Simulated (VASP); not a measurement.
# KF in VASP: further runs, part 2 of 2

VASP 6.6.1. The steps go on from the part before.

### Step 3. Single point, PBE (strained)

Input file INCAR:

```
SYSTEM = KF
ALGO = Normal ; EDIFF = 1E-6
ENCUT = 520 ; GGA = PE
ISIF = 2 ; ISMEAR = 0
LASPH = .True. ; LCHARG = .False.
LREAL = .False. ; LWAVE = .False.
NBANDS = 15 ; NELM = 60
PREC = Accurate ; SIGMA = 0.02
```

Input file KPOINTS:

```
k-points
0
Gamma
  8 8 8
  0 0 0
```

Input file POSCAR:

```
KF
1.0
    0.0000000000      2.7731413450      2.7731413450
    2.7731413450      0.0000000000      2.7731413450
    2.7731413450      2.7731413450      0.0000000000
K F
1 1
Direct
    0.0000000000      0.0000000000      0.0000000000
    0.5000000000      0.5000000000      0.5000000000
```

Potentials or basis: VASP PAW PBE potentials, release 64 (K_sv, F).

On the command line:

```bash
> cat potpaw_PBE.64/K_sv/POTCAR potpaw_PBE.64/F/POTCAR > POTCAR
> mpirun -np 1 vasp_std > vasp.out
```

Wall time 15 s (1 thread of Intel Xeon Platinum 8488C (Sapphire Rapids), shared host); peak memory 0.17 GiB.

It converged, with:

```
Free energy            : -8.2865 eV
Pressure               : -1.7 GPa
Band gap on the k mesh : 5.62 eV, direct
```

Levels at points of the mesh, in eV from the valence-band top:
```tsv
k point	band 6	band 7	band 8	band 9	band 10	band 11
(0.00, 0.00, 0.00)	0.00	0.00	0.00	5.62	10.36	10.36
(0.50, 0.00, 0.00)	-0.68	-0.27	-0.27	8.60	9.80	11.54
(0.50, 0.50, 0.00)	-0.25	-0.07	-0.07	8.08	9.69	10.95
```

Caveat: the cell differs from its parent crystal (strained).

### Step 4. Single point, PBE (strained and its atoms moved)

Input file INCAR:

```
PREC = Accurate
ENCUT = 520
EDIFF = 1E-6
ISMEAR = 0
SIGMA = 0.02
LREAL = False
LASPH = True
NELM = 100
ALGO = Normal
ISIF = 2
LWAVE = False
LCHARG = False
GGA = PE
NBANDS = 15
```

Input file KPOINTS:

```
Automatic mesh
0
Gamma
  8 8 8
```

Input file POSCAR:

```
KF
1.0
   -0.0067906900      2.5645014050      2.5952733900
    2.6139344200     -0.0067906900      2.5952733900
    2.6071437300      2.5577107150      0.0000000000
K F
1 1
Direct
   -0.0112212456     -0.0112212456      0.0112212456
    0.5112212456      0.5112212456      0.4887787544
```

On the command line:

```bash
> cat potpaw_PBE.64/K_sv/POTCAR potpaw_PBE.64/F/POTCAR > POTCAR
> mpirun -np 1 vasp_std > vasp.out
```

It took 45 s on 1 thread of Intel Xeon Platinum 8488C (Sapphire Rapids), shared host; peak memory 0.21 GiB.

It converged, with:

```
Free energy            : -8.1973 eV
Pressure               : 5.9 GPa
Largest force          : 0.302 eV/Å
Band gap on the k mesh : 6.66 eV, direct
```

Forces in eV/Å, atoms in the order of the input:
```
K    0.000  0.000  0.302
F    0.000  0.000 -0.302
```

Stress tensor (GPa, compression positive):
```
4.69 0.06 0.00
0.06 6.50 0.00
0.00 0.00 6.44
```

Levels at points of the mesh, in eV from the valence-band top:
```tsv
k point	band 4	band 5	band 6	band 7	band 8	band 9	band 10	band 11	band 12	band 13
(0.00, 0.00, 0.00)	-9.07	-9.07	-0.04	-0.02	0.00	6.66	10.89	10.92	11.02	12.66
(0.50, 0.00, 0.00)	-9.12	-9.10	-0.91	-0.44	-0.43	9.44	11.25	12.47	12.58	14.88
(0.50, 0.50, 0.00)	-9.37	-9.33	-0.15	-0.06	-0.02	8.27	10.77	12.53	14.11	14.72
(0.00, 0.00, 0.50)	-9.13	-9.10	-0.91	-0.45	-0.43	9.45	11.27	12.47	12.59	14.87
(0.50, 0.00, 0.50)	-9.37	-9.35	-0.13	-0.08	-0.04	8.26	10.80	12.67	14.11	14.77
(0.00, 0.50, 0.50)	-9.35	-9.33	-0.19	-0.04	-0.04	8.33	10.79	12.49	14.12	14.75
```

Caveat: the cell differs from its parent crystal (strained and its atoms moved). A k mesh can miss the band edges.

### Step 5. Single point, PBE (strained)

Input file INCAR:

```
SYSTEM = KF
  PREC = Accurate
  ENCUT = 520
  EDIFF = 1E-6
  ISMEAR = 0
  SIGMA = 0.02
  LREAL = .False.
  LASPH = .True.
  NELM = 60
  ALGO = Normal
  ISIF = 2
  LWAVE = .False.
  LCHARG = .False.
  GGA = PE
  NBANDS = 15
```

Input file KPOINTS:

```
regular mesh
0
Gamma
  8 8 8
  0 0 0
```

Input file POSCAR:

```
KF
1.0
    0.0000000000      2.5887767850      2.5887767850
    2.5887767850      0.0000000000      2.5887767850
    2.5887767850      2.5887767850      0.0000000000
K F
1 1
Direct
    0.0000000000      0.0000000000      0.0000000000
    0.5000000000      0.5000000000      0.5000000000
```

On the command line:

```bash
> cat potpaw_PBE.64/K_sv/POTCAR potpaw_PBE.64/F/POTCAR > POTCAR
> mpirun -np 1 vasp_std > vasp.out
```

Wall time 26 s (1 thread of AMD EPYC 7R13 (Zen 3), shared host); peak memory 0.13 GiB.

Results (log left out):

| Item | Value |
| --- | --- |
| Free energy | -8.2129 eV |
| Pressure | 5.7 GPa |
| Band gap on the k mesh | 6.69 eV, direct |

Levels at points of the mesh, in eV from the valence-band top:
```csv
k point,band 6,band 7,band 8,band 9,band 10,band 11
"(0.00, 0.00, 0.00)",0.00,0.00,0.00,6.69,10.93,10.93
"(0.50, 0.00, 0.00)",-0.90,-0.43,-0.43,9.46,11.34,12.53
"(0.50, 0.50, 0.00)",-0.15,-0.03,-0.03,8.26,10.84,12.60
```

Caveat: the cell differs from its parent crystal (strained). A k mesh can miss the band edges.

### Step 6. Single point, PBE (strained and its atoms moved)

Input file INCAR:

```
SYSTEM = KF
  PREC = Accurate
  ENCUT = 520
  EDIFF = 1E-7
  ISMEAR = 0
  SIGMA = 0.02
  LREAL = .FALSE.
  LASPH = .TRUE.
  NELM = 60
  ALGO = Normal
  ISIF = 2
  LWAVE = .FALSE.
  LCHARG = .FALSE.
  GGA = PE
  NBANDS = 15
```

Input file KPOINTS:

```
regular mesh
0
G
  8 8 8
  0 0 0
```

Input file POSCAR:

```
KF
1.0
    0.0000000000      2.6485829800      2.6485829800
    2.6485829800      0.0000000000      2.6485829800
    2.6485829800      2.6485829800      0.0000000000
K F
1 1
Direct
    0.0000000000      0.0000000000      0.0000000000
    0.5000000000      0.5000000000      0.5000000000
```

Potentials or basis: VASP PAW PBE potentials, release 64 (K_sv, F).

On the command line:

```bash
> cat potpaw_PBE.64/K_sv/POTCAR potpaw_PBE.64/F/POTCAR > POTCAR
> mpirun -np 1 vasp_std > vasp.out
```

OUTCAR:

```text
SYSTEM = KF
   PREC = Accurate
   ENCUT = 520
   EDIFF = 1E-7
   ISMEAR = 0
   LREAL = .FALSE.
   LASPH = .TRUE.
   NELM = 60
   ISIF = 2
   GGA = PE

 ion  position               nearest neighbor table
   1  0.000  0.000  0.000-   2 2.65   2 2.65   2 2.65   2 2.65   2 2.65   2 2.65
   2  0.500  0.500  0.500-   1 2.65   1 2.65   1 2.65   1 2.65   1 2.65   1 2.65

  LATTYP: Found a face centered cubic cell.
 ALAT       =     5.2971659600

  Lattice vectors:

 A1 = (   0.0000000000,   2.6485829800,   2.6485829800)
 A2 = (   2.6485829800,   0.0000000000,   2.6485829800)
 A3 = (   2.6485829800,   2.6485829800,   0.0000000000)

Analysis of symmetry for initial positions (statically):
=====================================================================
 Subroutine PRICEL returns:
 Original cell was already a primitive cell.

 Routine SETGRP: Setting up the symmetry group for a
 face centered cubic supercell.

 Subroutine GETGRP returns: Found 48 space group operations
 (whereof 48 operations were pure point group operations)
 out of a pool of 48 trial point group operations.

The static configuration has the point symmetry O_h .

Analysis of symmetry for dynamics (positions and initial velocities):
[... 165 lines left out ...]

 k-point     1 :       0.0000    0.0000    0.0000
  band No.  band energies     occupation
      1     -28.7987      2.00000
      2     -21.4031      2.00000
      3     -12.0290      2.00000
      4     -12.0290      2.00000
      5     -12.0290      2.00000
      6      -2.7326      2.00000
      7      -2.7326      2.00000
      8      -2.7326      2.00000
      9       3.5727      0.00000
     10       8.0191      0.00000
     11       8.0191      0.00000
     12       8.0191      0.00000
     13       9.7263      0.00000
     14       9.7263      0.00000
[... 401 lines left out ...]
      2     -21.4801      2.00000
      3     -12.3720      2.00000
      4     -12.2632      2.00000
      5     -12.1056      2.00000
      6      -3.3207      2.00000
      7      -3.0234      2.00000
      8      -2.9950      2.00000
      9       6.7710      0.00000
     10       7.4883      0.00000
     11       9.0942      0.00000
     12      10.1256      0.00000
     13      11.4142      0.00000
     14      12.5074      0.00000
     15      12.8133      0.00000

 [... further k-points ...]
[... 5 lines left out ...]
  --------------------------------------------------------------------------------------
  -------------------------------------------------------------------------------------
  Total        0.5647673      0.5647673      0.5647673     -0.0000000      0.0000000      0.0000000
  in kB       24.3505829     24.3505829     24.3505829     -0.0000000      0.0000000      0.0000000
  external PRESSURE =      24.3505829 kB  Pullay stress =       0.0000000 kB

 VOLUME and BASIS-vectors are now :
 -----------------------------------------------------------------------------
  energy-cutoff  :      520.00
  volume of cell :       37.16
      direct lattice vectors                 reciprocal lattice vectors
     0.000000000  2.648582980  2.648582980    -0.188780191  0.188780191  0.188780191
     2.648582980  0.000000000  2.648582980     0.188780191 -0.188780191  0.188780191
     2.648582980  2.648582980  0.000000000     0.188780191  0.188780191 -0.188780191

 POSITION                                       TOTAL-FORCE (eV/Angst)
 -----------------------------------------------------------------------------------
      0.00000      0.00000      0.00000         0.000000     -0.000000     -0.000000
      2.64858      2.64858      2.64858        -0.000000      0.000000      0.000000
 -----------------------------------------------------------------------------------
    total drift:                                0.000000      0.000000      0.000000

  FREE ENERGIE OF THE ION-ELECTRON SYSTEM (eV)
  ---------------------------------------------------
  free  energy   TOTEN  =        -8.2770743165 eV

  energy  without entropy=       -8.2770743165  energy(sigma->0) =       -8.27707432
```

stdout:

```text
POSCAR found type information on POSCAR K F
 POSCAR found :  2 types and       2 ions
 scaLAPACK will be used
 LDA part: xc-table for (Slater+PW92), standard interpolation
 POSCAR, INCAR and KPOINTS ok, starting setup
 FFT: planning ... GRIDC
 FFT: planning ... GRID_SOFT
 FFT: planning ... GRID
 WAVECAR not read
 entering main loop
```

Run time: 31 s. Hardware: 1 thread of AMD EPYC 7R13 (Zen 3), shared host; peak memory 0.13 GiB.

What came out:

| Item | Value |
| --- | --- |
| Free energy | -8.2771 eV |
| Pressure | 2.4 GPa |
| Band gap on the k mesh | 6.31 eV, direct |

Caveat: the cell differs from its parent crystal (strained and its atoms moved). A k mesh can miss the band edges.

### Step 7. The runs side by side

| cell | gap on the mesh (eV) | pressure (GPa) |
| --- | --- | --- |
| a = 3.813 Å, angles 60.0°, 2 atoms | 6.02 | 0.5 |
| a = 3.922 Å, angles 60.0°, 2 atoms | 5.62 | -1.7 |
| a = 3.649, b = 3.683, c = 3.652 Å, angles 59.7, 60.6, 60.1°, 2 atoms | 6.66 | 5.9 |
| a = 3.661 Å, angles 60.0°, 2 atoms | 6.69 | 5.7 |
| a = 3.746 Å, angles 60.0°, 2 atoms | 6.31 | 2.4 |

Alike in all rows: task single point; level PBE; potentials or basis VASP PAW PBE potentials, release 64 (K_sv, F); no spin polarisation; k mesh 8 × 8 × 8; cutoff (eV) 520; smearing gaussian 0.02 eV.

Total energies depend on the potentials used, so only differences within one code and one set of settings carry meaning.
